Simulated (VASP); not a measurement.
# Sb in VASP: single point with PBE+D4

Aim: the single point of Sb with PBE+D4.

Everything below comes from runs of VASP 6.6.1. Logs are shortened: lines on timing, memory, paths and dates and some standing lists are left out, and cuts for length are marked.

## 1. The cell of the first run

The cell holds a slab with vacuum, 2 atoms: a = 4.089 Å, b = 4.089 Å, c = 26.870 Å, α = 90.00°, β = 90.00°, γ = 120.00°.

## 2. Single point, PBE+D4

The input, INCAR:

```
PREC     = Accurate       # precision mode
ENCUT    = 400            # plane-wave cutoff, eV
EDIFF    = 1E-6           # SCF threshold, eV
ISMEAR   = 0              # smearing method
SIGMA    = 0.04           # smearing width, eV
LREAL    = F              # projectors in reciprocal space
LASPH    = T              # aspherical terms in the spheres
NELM     = 120            # most SCF steps
ALGO     = Normal         # electronic algorithm
ISIF     = 2              # what is computed and relaxed
LWAVE    = F              # write WAVECAR
LCHARG   = T              # write CHGCAR
LDIPOL   = T            
IDIPOL   = 3            
DIPOL    = 0.5 0.5 0.318
GGA      = PE             # functional
IVDW     = 13             # dispersion correction
LELF     = T              # ELF
LVHAR    = T            
LVACPOTAV= T            
NBANDS   = 22             # bands
GGA_COMPAT= F            
NELMDL   = -8
```

The input, KPOINTS:

```
regular mesh
0
Gamma
  12 12 1
```

The input, POSCAR:

```
Sb
1.0
    4.0888775601      0.0000000000      0.0000000000
   -2.0444387801      3.5410718400      0.0000000000
    0.0000000000      0.0000000000     26.8700000000
Sb
2
Direct
    0.3333333333      0.6666666667      0.2870795045
    0.6666666667      0.3333333333      0.3482087325
```

Potentials or basis: VASP PAW PBE potentials, release 64 (Sb_d_GW).

Launch:

```console
$ cat potpaw_PBE.64/Sb_d_GW/POTCAR > POTCAR
$ mpirun -np 1 vasp_std > vasp.out
```

OUTCAR:

```text
PREC = Accurate
   ENCUT = 400
   EDIFF = 1E-6
   ISMEAR = 0
   LREAL = F
   LASPH = T
   NELM = 120
   ISIF = 2
   GGA = PE
   IVDW = 13
   NELMDL = -8

 ion  position               nearest neighbor table
   1  0.333  0.667  0.287-   2 2.88   2 2.88   2 2.88
   2  0.667  0.333  0.348-   1 2.88   1 2.88   1 2.88

  LATTYP: Found a hexagonal cell.
 ALAT       =     4.0888775601
 C/A-ratio  =     6.5714855984

  Lattice vectors:

 A1 = (   4.0888775601,   0.0000000000,   0.0000000000)
 A2 = (  -2.0444387801,   3.5410718400,   0.0000000000)
 A3 = (   0.0000000000,   0.0000000000,  26.8700000000)

Analysis of symmetry for initial positions (statically):
=====================================================================
 Subroutine PRICEL returns:
 Original cell was already a primitive cell.

 Routine SETGRP: Setting up the symmetry group for a
 hexagonal supercell.

 Subroutine GETGRP returns: Found 12 space group operations
 (whereof  6 operations were pure point group operations)
 out of a pool of 24 trial point group operations.

The static configuration has the point symmetry C_3v.
 The point group associated with its full space group is D_3d.

Analysis of symmetry for dynamics (positions and initial velocities):
=====================================================================
 Subroutine PRICEL returns:
 Original cell was already a primitive cell.

 Routine SETGRP: Setting up the symmetry group for a
 hexagonal supercell.

 Subroutine GETGRP returns: Found 12 space group operations
 (whereof  6 operations were pure point group operations)
 out of a pool of 24 trial point group operations.

The dynamic configuration has the point symmetry C_3v.
 The point group associated with its full space group is D_3d.

 Subroutine INISYM returns: Found 12 space group operations
 (whereof  6 operations are pure point group operations),
 and found     1 'primitive' translations

----------------------------------------------------------------------------------------

                                     Primitive cell

  volume of cell :     389.0510

  direct lattice vectors                    reciprocal lattice vectors
     4.088877560  0.000000000  0.000000000     0.244565895  0.141200185  0.000000000
    -2.044438780  3.541071840  0.000000000     0.000000000  0.282400371  0.000000000
     0.000000000  0.000000000 26.870000000     0.000000000  0.000000000  0.037216226

  length of vectors
     4.088877560  4.088877560 26.870000000     0.282400371  0.282400371  0.037216226

  position of ions in fractional coordinates (direct lattice)
     0.333333333  0.666666667  0.287079504
     0.666666667  0.333333333  0.348208732

  ion indices of the primitive-cell ions
   primitive index   ion index
                 1           1
                 2           2

----------------------------------------------------------------------------------------

 KPOINTS: regular mesh

Automatic generation of k-mesh.
 Grid dimensions read from file:
 generate k-points for:   12   12    1

 Generating k-lattice:

  Cartesian coordinates                     Fractional coordinates (reciprocal lattice)
     0.020380491  0.011766682  0.000000000     0.083333333  0.000000000  0.000000000
     0.000000000  0.023533364  0.000000000     0.000000000  0.083333333  0.000000000
     0.000000000  0.000000000  0.037216226     0.000000000  0.000000000  1.000000000

  Length of vectors
     0.023533364  0.023533364  0.037216226

  Shift w.r.t. Gamma in fractional coordinates (k-lattice)
     0.000000000  0.000000000  0.000000000

 Subroutine IBZKPT returns following result:
 ===========================================

 Found     19 irreducible k-points:

 Following reciprocal coordinates:
            Coordinates               Weight
  0.000000  0.000000  0.000000      1.000000
  0.083333  0.000000  0.000000      6.000000
  0.166667  0.000000  0.000000      6.000000
  0.250000  0.000000  0.000000      6.000000
  0.333333  0.000000  0.000000      6.000000
  0.416667  0.000000  0.000000      6.000000
[... 11 lines left out ...]
  0.333333  0.250000  0.000000     12.000000
  0.333333  0.333333  0.000000      2.000000
   k-points           NKPTS =     19   k-points in BZ     NKDIM =     19   number of bands    NBANDS=     22
   number of dos      NEDOS =    301   number of ions     NIONS =      2
   total plane-waves  NPLWV = 141120
   dimension x,y,z NGX =    28 NGY =   28 NGZ =  180
   dimension x,y,z NGXF=    56 NGYF=   56 NGZF=  360
   ions per type =               2
   NGX,Y,Z   is equivalent  to a cutoff of  11.38, 11.38, 11.14 a.u.
   NGXF,Y,Z  is equivalent  to a cutoff of  22.77, 22.77, 22.27 a.u.
 SYSTEM =  unknown system
   PREC   = accura    normal or accurate (medium, high low for compatibility)
   ISTART =      0    job   : 0-new  1-cont  2-samecut
   ICHARG =      2    charge: 1-file 2-atom 10-const
   ISPIN  =      1    spin polarized calculation?
   LNONCOLLINEAR =      F non collinear calculations
   LSORBIT =      F    spin-orbit coupling
   LASPH  =      T    aspherical Exc in radial PAW
   ENCUT  =  400.0 eV  29.40 Ry    5.42 a.u.   6.67  6.67 43.82*2*pi/ulx,y,z
   NELM   =    120;   NELMIN=  2; NELMDL= -8     # of ELM steps
   EDIFF  = 0.1E-05   stopping-criterion for ELM
   LREAL  =      F    real-space projection
[... 7 lines left out ...]
   TEBEG  =    0.0;   TEEND  =   0.0 temperature during run
   PSTRESS=    0.0 pullay stress
   NELECT =      30.0000    total number of electrons
   NUPDOWN=      -1.0000    fix difference up-down
   EMIN   =  10.00;   EMAX   =-10.00  energy-range for DOS
   EFERMI =   0.00;   METHOD = LEGACY
   ISMEAR =     0;   SIGMA  =   0.04  broadening in eV -4-tet -1-fermi 0-gaus
   EFERMI_NEDOS =   21; number of points for ismear=-14 and -15
   IALGO  =     38    algorithm
   IMIX   =      4    mixing-type and parameters
     AMIX     =   0.40;   BMIX     =  1.00
     AMIX_MAG =   1.60;   BMIX_MAG =  1.00
  volume/ion in A,a.u.               =     194.53      1312.72
  Fermi-wavevector in a.u.,A,eV,Ry     =   0.696808  1.316776  6.606190  0.485541
  Thomas-Fermi vector in A             =   1.779961
   LORBIT       =      0    0 simple, 1 ext, 2 COOP (PROOUT), +10 PAW based schemes
   GGA     = PE    functional components
   LHFCALC =     F    Hartree Fock is set to
   AEXX    =    0.0000 exact exchange contribution
   IVDW    =    13    specifies the selected vdW correction
   LEPSILON=     F    determine dielectric tensor
   LRPA    =     F    only Hartree local field effects (RPA)
 non-spin polarized calculation
 Gauss-broadening in eV      SIGMA  =   0.04
  energy-cutoff  :      400.00
  volume of cell :      389.05
 maximum number of plane-waves:      7125
 NGX is ok and might be reduce to    28
   NGX = 13   NGY = 13   NGZ = 87

 dipolmoment           0.000000      0.000000     -0.000003 electrons x Angstroem

 number of electron      30.0000006 magnetization

 dipolmoment           0.000000      0.000000      0.000003 electrons x Angstroem

 Free energy of the ion-electron system (eV)
  ---------------------------------------------------
  ext. energy  EPLUGINS =         0.00000000
  ---------------------------------------------------
  free energy    TOTEN  =        -8.15063099 eV

  energy without entropy =       -8.15063099  energy(sigma->0) =       -8.15063099

 E-fermi :  -3.0658     XC(G=0):  -2.0829

 val. band max:       -3.2910812737   @ k =   0.0000   0.0000   0.0000
 cond. band min:      -2.0534805287   @ k =   0.3333   0.0000   0.0000
 fundamental gap:      1.2376007450
 Fermi energy:        -3.0658321694

 k-point     1 :       0.0000    0.0000    0.0000
  band No.  band energies     occupation
      1     -31.9078      2.00000
      2     -31.9078      2.00000
      3     -31.8335      2.00000
      4     -31.8335      2.00000
      5     -31.7878      2.00000
      6     -31.7232      2.00000
[... 14 lines left out ...]
     21       1.6272      0.00000
     22       1.9175      0.00000

 k-point     2 :       0.0833    0.0000    0.0000
  band No.  band energies     occupation
      1     -31.9073      2.00000
      2     -31.9041      2.00000
      3     -31.8330      2.00000
      4     -31.8312      2.00000
      5     -31.7868      2.00000
      6     -31.7248      2.00000
[... 14 lines left out ...]
     21       1.7103      0.00000
     22       2.0031      0.00000

 k-point     3 :       0.1667    0.0000    0.0000
  band No.  band energies     occupation
      1     -31.9059      2.00000
      2     -31.8936      2.00000
      3     -31.8317      2.00000
      4     -31.8246      2.00000
      5     -31.7836      2.00000
      6     -31.7295      2.00000
[... 14 lines left out ...]
     21       1.9500      0.00000
     22       2.2473      0.00000

 k-point     4 :       0.2500    0.0000    0.0000
  band No.  band energies     occupation
      1     -31.9039      2.00000
      2     -31.8775      2.00000
      3     -31.8296      2.00000
      4     -31.8143      2.00000
      5     -31.7779      2.00000
      6     -31.7370      2.00000
[... 14 lines left out ...]
     21       2.3402      0.00000
     22       2.6226      0.00000

 k-point     5 :       0.3333    0.0000    0.0000
  band No.  band energies     occupation
      1     -31.9018      2.00000
      2     -31.8594      2.00000
      3     -31.8250      2.00000
      4     -31.8015      2.00000
      5     -31.7707      2.00000
      6     -31.7471      2.00000
[... 292 lines left out ...]
 k-point    17 :       0.2500    0.2500    0.0000
  band No.  band energies     occupation
      1     -31.9006      2.00000
      2     -31.8301      2.00000
      3     -31.8162      2.00000
      4     -31.7942      2.00000
      5     -31.7697      2.00000
      6     -31.7565      2.00000
[... 14 lines left out ...]
     21       3.4839      0.00000
     22       3.5602      0.00000

 k-point    18 :       0.3333    0.2500    0.0000
  band No.  band energies     occupation
      1     -31.9000      2.00000
      2     -31.8197      2.00000
      3     -31.8044      2.00000
      4     -31.7867      2.00000
      5     -31.7812      2.00000
      6     -31.7539      2.00000
[... 14 lines left out ...]
     21       3.7651      0.00000
     22       4.2150      0.00000

 k-point    19 :       0.3333    0.3333    0.0000
  band No.  band energies     occupation
      1     -31.8998      2.00000
      2     -31.8031      2.00000
      3     -31.8031      2.00000
      4     -31.8023      2.00000
      5     -31.7675      2.00000
      6     -31.7675      2.00000
[... 14 lines left out ...]
     21       4.0486      0.00000
     22       4.5952      0.00000

------------------------ aborting loop because EDIFF is reached ----------------------------------------

  DFT-D4 for vdW energy calculation

  Edisp (eV):   -0.54586

  FORCE on cell =-STRESS in cart. coord.  units (eV):
  Direction    XX          YY          ZZ          XY          YZ          ZX
  --------------------------------------------------------------------------------------
  -------------------------------------------------------------------------------------
  Total      -0.39253    -0.39253    -0.13243     0.00000     0.00000    -0.00000
  in kB      -1.61652    -1.61652    -0.54536     0.00000     0.00000    -0.00000
  external pressure =       -1.26 kB  Pullay stress =        0.00 kB

 VOLUME and BASIS-vectors are now :
 -----------------------------------------------------------------------------
  energy-cutoff  :      400.00
  volume of cell :      389.05
      direct lattice vectors                 reciprocal lattice vectors
     4.088877560  0.000000000  0.000000000     0.244565895  0.141200185  0.000000000
    -2.044438780  3.541071840  0.000000000     0.000000000  0.282400371  0.000000000
     0.000000000  0.000000000 26.870000000     0.000000000  0.000000000  0.037216226

 POSITION                                       TOTAL-FORCE (eV/Angst)
 -----------------------------------------------------------------------------------
     -0.00000      2.36071      7.71383        -0.000000      0.000000      0.012285
      2.04444      1.18036      9.35637         0.000000     -0.000000     -0.012285
 -----------------------------------------------------------------------------------
    total drift:                                0.000000      0.000000      0.000240

  FREE ENERGIE OF THE ION-ELECTRON SYSTEM (eV)
  ---------------------------------------------------
  free  energy   TOTEN  =        -8.6964933415 eV

  energy  without entropy=       -8.6964933415  energy(sigma->0) =       -8.69649334

 vacuum level on the upper side and lower side of the slab         1.471         1.471
```

Run time: 5.3 min. Hardware: 1 thread of AMD EPYC 7R43 (Zen 3), shared host; peak memory 0.36 GiB.

What came out:

* Free energy: -8.6965 eV
* Largest force: 0.012 eV/Å
* Band gap on the k mesh: 1.24 eV (least direct gap 1.64 eV)
* Dispersion energy per atom: -0.273 eV

Forces on the atoms (eV/Å):
```
Sb   0.000  0.000  0.012
Sb   0.000  0.000 -0.012
```

Caveat: spin-orbit coupling is left out, which moves the levels of the heavy elements.
